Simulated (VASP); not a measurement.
# LiSb3 (Pm-3m) in VASP: notebook

The runs below take LiSb3 through single point, with PBE+D3(BJ).

Everything below comes from runs of VASP 6.6.1. Logs are shortened: lines on timing, memory, paths and dates and some standing lists are left out, and cuts for length are marked.

## Step 1: The cell of the first run

It takes space group Pm-3m (No. 221, cubic). Conventional cell: a = 4.486 Å, b = 4.486 Å, c = 4.486 Å, α = 90.00°, β = 90.00°, γ = 90.00°. Li (site symmetry m-3m) has 12 Sb at 3.17 Å within 4.2 Å. Sb (site symmetry 4/mmm) has 4 Li at 3.17 Å and 8 Sb at 3.17 Å within 4.2 Å.

## Step 2: Single point, PBE+D3(BJ)

INCAR

```
SYSTEM = LiSb3
PREC = Accurate
ENCUT = 520
EDIFF = 1E-6
ISMEAR = -1
SIGMA = 0.1
LREAL = .FALSE.
LASPH = .TRUE.
NELM = 80
ALGO = Normal
ISIF = 2
LWAVE = .FALSE.
LCHARG = .TRUE.
GGA = PE
IVDW = 12
LELF = .TRUE.
LVHAR = .TRUE.
NBANDS = 17
```

KPOINTS

```
regular mesh
0
G
  4 4 4
  0 0 0
```

POSCAR

```
LiSb3
1.0
    4.4857464359      0.0000000000      0.0000000000
    0.0000000000      4.4857464359      0.0000000000
    0.0000000000      0.0000000000      4.4857464359
Li Sb
1 3
Direct
    0.0000000000      0.0000000000      0.0000000000
    0.5000000000      0.0000000000      0.5000000000
    0.0000000000      0.5000000000      0.5000000000
    0.5000000000      0.5000000000      0.0000000000
```

Potentials or basis: VASP PAW PBE potentials, release 64 (Li_sv, Sb).

On the command line:

```console
> cat potpaw_PBE.64/Li_sv/POTCAR potpaw_PBE.64/Sb/POTCAR > POTCAR
> mpirun -np 1 vasp_std > vasp.out
```

OUTCAR:

```text
SYSTEM = LiSb3
   PREC = Accurate
   ENCUT = 520
   EDIFF = 1E-6
   ISMEAR = -1
   LREAL = .FALSE.
   LASPH = .TRUE.
   NELM = 80
   ISIF = 2
   GGA = PE
   IVDW = 12
 IVDW          = 12

 ion  position               nearest neighbor table
   1  0.000  0.000  0.000-   2 3.17   3 3.17   4 3.17   2 3.17   3 3.17   3 3.17   4 3.17   3 3.17
                             2 3.17   4 3.17   2 3.17   4 3.17
   2  0.500  0.000  0.500-   1 3.17   3 3.17   4 3.17   1 3.17   4 3.17   3 3.17   4 3.17   4 3.17
                             1 3.17   3 3.17   1 3.17   3 3.17
   3  0.000  0.500  0.500-   1 3.17   2 3.17   4 3.17   1 3.17   4 3.17   1 3.17   2 3.17   1 3.17
                             2 3.17   4 3.17   4 3.17   2 3.17
   4  0.500  0.500  0.000-   1 3.17   2 3.17   3 3.17   2 3.17   3 3.17   1 3.17   2 3.17   2 3.17
                             1 3.17   3 3.17   3 3.17   1 3.17

  LATTYP: Found a simple cubic cell.
 ALAT       =     4.4857464359

  Lattice vectors:

 A1 = (   4.4857464359,   0.0000000000,   0.0000000000)
 A2 = (   0.0000000000,   4.4857464359,   0.0000000000)
 A3 = (   0.0000000000,   0.0000000000,   4.4857464359)

Analysis of symmetry for initial positions (statically):
=====================================================================
 Subroutine PRICEL returns:
 Original cell was already a primitive cell.

 Routine SETGRP: Setting up the symmetry group for a
 simple cubic supercell.

 Subroutine GETGRP returns: Found 48 space group operations
 (whereof 48 operations were pure point group operations)
 out of a pool of 48 trial point group operations.

The static configuration has the point symmetry O_h .

Analysis of symmetry for dynamics (positions and initial velocities):
=====================================================================
 Subroutine PRICEL returns:
 Original cell was already a primitive cell.

 Routine SETGRP: Setting up the symmetry group for a
 simple cubic supercell.

 Subroutine GETGRP returns: Found 48 space group operations
 (whereof 48 operations were pure point group operations)
 out of a pool of 48 trial point group operations.

The dynamic configuration has the point symmetry O_h .

 Subroutine INISYM returns: Found 48 space group operations
 (whereof 48 operations are pure point group operations),
[... 82 lines left out ...]
   LASPH  =      T    aspherical Exc in radial PAW
   ENCUT  =  520.0 eV  38.22 Ry    6.18 a.u.   8.34  8.34  8.34*2*pi/ulx,y,z
   NELM   =     80;   NELMIN=  2; NELMDL= -5     # of ELM steps
   EDIFF  = 0.1E-05   stopping-criterion for ELM
   LREAL  =      F    real-space projection
   EDIFFG = 0.1E-04   stopping-criterion for IOM
   NSW    =      0    number of steps for IOM
   IBRION =     -1    ionic relax: 0-MD 1-quasi-New 2-CG
   NFREE  =      0    steps in history (QN), initial steepest desc. (CG)
   ISIF   =      2    stress and relaxation
   ISYM   =      2    0-nonsym 1-usesym 2-fastsym
   POTIM  = 0.5000    time-step for ionic-motion
   TEBEG  =    0.0;   TEEND  =   0.0 temperature during run
   PSTRESS=    0.0 pullay stress
   NELECT =      18.0000    total number of electrons
   NUPDOWN=      -1.0000    fix difference up-down
   EMIN   =  10.00;   EMAX   =-10.00  energy-range for DOS
   EFERMI =   0.00;   METHOD = LEGACY
   ISMEAR =    -1;   SIGMA  =   0.10  broadening in eV -4-tet -1-fermi 0-gaus
   EFERMI_NEDOS =   21; number of points for ismear=-14 and -15
   IALGO  =     38    algorithm
   IMIX   =      4    mixing-type and parameters
     AMIX     =   0.40;   BMIX     =  1.00
     AMIX_MAG =   1.60;   BMIX_MAG =  1.00
  volume/ion in A,a.u.               =      22.57       152.28
  Fermi-wavevector in a.u.,A,eV,Ry     =   0.956454  1.807437 12.446678  0.914805
  Thomas-Fermi vector in A             =   2.085384
   LORBIT       =      0    0 simple, 1 ext, 2 COOP (PROOUT), +10 PAW based schemes
   GGA     = PE    functional components
   LHFCALC =     F    Hartree Fock is set to
   AEXX    =    0.0000 exact exchange contribution
   IVDW    =    12    specifies the selected vdW correction
   LEPSILON=     F    determine dielectric tensor
   LRPA    =     F    only Hartree local field effects (RPA)
 non-spin polarized calculation
  energy-cutoff  :      520.00
  volume of cell :       90.26
 maximum number of plane-waves:      2469
 NGX is ok and might be reduce to    36
   NGX = 17   NGY = 17   NGZ = 17

 number of electron      18.0000013 magnetization

 Free energy of the ion-electron system (eV)
  ---------------------------------------------------
  ext. energy  EPLUGINS =         0.00000000
  ---------------------------------------------------
  free energy    TOTEN  =       -14.17973894 eV

  energy without entropy =      -14.11128879  energy(sigma->0) =      -14.14551386

 E-fermi :   8.3021     XC(G=0): -10.0280

 val. band max:        8.1427564765   @ k =   0.2500   0.0000   0.0000
 cond. band min:       8.5573970582   @ k =   0.5000   0.2500   0.2500
 fundamental gap:      0.4146405817
 Fermi energy:         8.3020520256

 k-point     1 :       0.0000    0.0000    0.0000
  band No.  band energies     occupation
      1     -39.0014      2.00000
      2      -4.8082      2.00000
      3       1.2792      2.00000
      4       1.2792      2.00000
      5       3.5971      2.00000
      6       3.5971      2.00000
[... 177 lines left out ...]
      4      -0.9363      2.00000
      5       1.3958      2.00000
      6       3.0747      2.00000
[... 9 lines left out ...]
     16      16.9515      0.00000
     17      16.9515      0.00000

------------------------ aborting loop because EDIFF is reached ----------------------------------------

 Edisp (eV)   -1.88291

 E8    (eV) :    -0.8560

  FORCE on cell =-STRESS in cart. coord.  units (eV):
  Direction    XX          YY          ZZ          XY          YZ          ZX
  --------------------------------------------------------------------------------------
  -------------------------------------------------------------------------------------
  Total       2.83508     2.83508     2.83508     0.00000     0.00000    -0.00000
  in kB      50.32359    50.32359    50.32359     0.00000     0.00000    -0.00000
  external pressure =       50.32 kB  Pullay stress =        0.00 kB

 VOLUME and BASIS-vectors are now :
 -----------------------------------------------------------------------------
  energy-cutoff  :      520.00
  volume of cell :       90.26
      direct lattice vectors                 reciprocal lattice vectors
     4.485746436  0.000000000  0.000000000     0.222928339  0.000000000  0.000000000
     0.000000000  4.485746436  0.000000000     0.000000000  0.222928339  0.000000000
     0.000000000  0.000000000  4.485746436     0.000000000  0.000000000  0.222928339

 POSITION                                       TOTAL-FORCE (eV/Angst)
 -----------------------------------------------------------------------------------
      0.00000      0.00000      0.00000         0.000000      0.000000      0.000000
      2.24287      0.00000      2.24287         0.000000      0.000000      0.000000
      0.00000      2.24287      2.24287         0.000000      0.000000      0.000000
      2.24287      2.24287      0.00000         0.000000      0.000000      0.000000
 -----------------------------------------------------------------------------------
    total drift:                               -0.000000      0.000000      0.000000

  FREE ENERGIE OF THE ION-ELECTRON SYSTEM (eV)
  ---------------------------------------------------
  free  energy   TOTEN  =       -16.0626480153 eV

  energy  without entropy=      -15.9941978713  energy(sigma->0) =      -16.02842294
```

OSZICAR:

```text
N       E                     dE             d eps       ncg     rms          rms(c)
DAV:   1     0.712184767515E+02    0.71218E+02   -0.58675E+03   340   0.896E+02
DAV:   2    -0.913367274786E+01   -0.80352E+02   -0.76111E+02   419   0.162E+02
DAV:   3    -0.140278749362E+02   -0.48942E+01   -0.48089E+01   480   0.387E+01
DAV:   4    -0.142401452646E+02   -0.21227E+00   -0.21209E+00   532   0.725E+00
DAV:   5    -0.142424880811E+02   -0.23428E-02   -0.23426E-02   475   0.751E-01    0.400E+00
DAV:   6    -0.141950251411E+02    0.47463E-01   -0.33587E-02   392   0.876E-01    0.237E+00
DAV:   7    -0.141803397506E+02    0.14685E-01   -0.37688E-02   414   0.922E-01    0.200E-01
DAV:   8    -0.141797377938E+02    0.60196E-03   -0.52823E-03   431   0.398E-01    0.549E-02
DAV:   9    -0.141797425644E+02   -0.47705E-05   -0.14854E-04   445   0.724E-02    0.392E-02
DAV:  10    -0.141797393129E+02    0.32515E-05   -0.16872E-05   472   0.255E-02    0.424E-03
DAV:  11    -0.141797389358E+02    0.37709E-06   -0.14399E-06   425   0.608E-03
   1 F= -.16062648E+02 E0= -.16028423E+02  d E =-.684501E-01
```

stdout:

```text
POSCAR found type information on POSCAR LiSb
 POSCAR found :  2 types and       4 ions
 scaLAPACK will be used
 LDA part: xc-table for (Slater+PW92), standard interpolation
 POSCAR, INCAR and KPOINTS ok, starting setup
 FFT: planning ... GRIDC
 FFT: planning ... GRID_SOFT
 FFT: planning ... GRID
 WAVECAR not read
 entering main loop
```

Run time: 17 s. Hardware: 1 thread of AMD EPYC 7R13 (Zen 3), shared host; peak memory 0.18 GiB.

What came out:

| Quantity | Value |
| --- | --- |
| Free energy | -16.0626 eV |
| Band gap on the k mesh | zero (band 9 reaches 9.51 eV, above the bottom of band 10 at 7.45 eV) |
| Dispersion energy per atom | -0.471 eV |

Levels at points of the mesh, in eV from the Fermi level:
| k point | band 5 | band 6 | band 7 | band 8 | band 9 | band 10 | band 11 | band 12 | band 13 | band 14 |
| --- | --- | --- | --- | --- | --- | --- | --- | --- | --- | --- |
| (0.00, 0.00, 0.00) | -4.70 | -4.70 | -4.70 | 0.62 | 1.12 | 1.12 | 1.12 | 2.93 | 2.93 | 2.93 |
| (0.50, 0.00, 0.00) | -3.41 | -3.41 | -1.71 | -1.71 | -1.12 | -0.86 | -0.78 | 3.02 | 3.02 | 4.62 |
| (0.50, 0.50, 0.00) | -5.48 | -2.41 | -1.59 | -1.08 | -1.08 | -0.72 | -0.72 | 2.76 | 4.39 | 4.40 |
| (0.50, 0.50, 0.50) | -6.91 | -5.23 | -5.23 | -5.23 | 0.38 | 4.71 | 4.71 | 5.32 | 5.32 | 5.32 |

Caveat: the cutoff is under 1.25 times the usual one of these potentials, so pressure, stress and relaxed cells hold a basis-set (Pulay) error; three body term missing; spin-orbit coupling is left out, which moves the levels of the heavy elements; pairwise dispersion overbinds metals, which lowers pressure and volume.

## Step 3: Single point, PBE+D3(BJ)

This run uses another cell than the first one, of 23.59 Å³/atom, 1.045 times its volume.

INCAR

```
SYSTEM = LiSb3
PREC     = Accurate       ! precision mode
ENCUT    = 520            ! plane-wave cutoff, eV
EDIFF    = 1E-6           ! SCF threshold, eV
ISMEAR   = -1             ! smearing method
SIGMA    = 0.1            ! smearing width, eV
LREAL    = .FALSE.        ! projectors in reciprocal space
LASPH    = .TRUE.         ! aspherical terms in the spheres
NELM     = 100            ! most SCF steps
ALGO     = Normal         ! electronic algorithm
ISIF     = 2              ! what is computed and relaxed
LWAVE    = .FALSE.        ! write WAVECAR
LCHARG   = .FALSE.        ! write CHGCAR
GGA      = PE             ! functional
IVDW     = 12             ! dispersion correction
NBANDS   = 17             ! bands
```

KPOINTS

```
Automatic mesh
0
G
  4 4 4
  0 0 0
```

POSCAR

```
LiSb3
1.0
    4.5527077473      0.0000000000      0.0000000000
    0.0000000000      4.5527077473      0.0000000000
    0.0000000000      0.0000000000      4.5527077473
Li Sb
1 3
Direct
    0.0000000000      0.0000000000      0.0000000000
    0.5000000000      0.0000000000      0.5000000000
    0.0000000000      0.5000000000      0.5000000000
    0.5000000000      0.5000000000      0.0000000000
```

Potentials or basis: VASP PAW PBE potentials, release 64 (Li_sv, Sb).

On the command line:

```console
> cat potpaw_PBE.64/Li_sv/POTCAR potpaw_PBE.64/Sb/POTCAR > POTCAR
> mpirun -np 1 vasp_std > vasp.out
```

Run time: 13 s. Hardware: 1 thread of AMD EPYC 7R13 (Zen 3), shared host; peak memory 0.18 GiB.

Results (log left out):

* Free energy: -16.1503 eV
* Band gap on the k mesh: zero (band 9 reaches 9.03 eV, above the bottom of band 10 at 6.81 eV)
* Dispersion energy per atom: -0.450 eV

Levels at points of the mesh, in eV from the Fermi level:
```csv
k point,band 7,band 8,band 9,band 10,band 11,band 12
"(0.00, 0.00, 0.00)",-4.48,0.73,1.06,1.06,1.06,2.87
"(0.50, 0.00, 0.00)",-1.60,-1.60,-1.02,-0.94,-0.70,2.89
"(0.50, 0.50, 0.00)",-1.48,-1.01,-1.01,-0.74,-0.74,2.84
"(0.50, 0.50, 0.50)",-4.97,-4.97,0.47,4.47,4.47,5.01
```

Caveat: the cutoff is under 1.25 times the usual one of these potentials, so pressure, stress and relaxed cells hold a basis-set (Pulay) error; three body term missing; spin-orbit coupling is left out, which moves the levels of the heavy elements; pairwise dispersion overbinds metals, which lowers pressure and volume.

(Continued in part 2 of 2.)
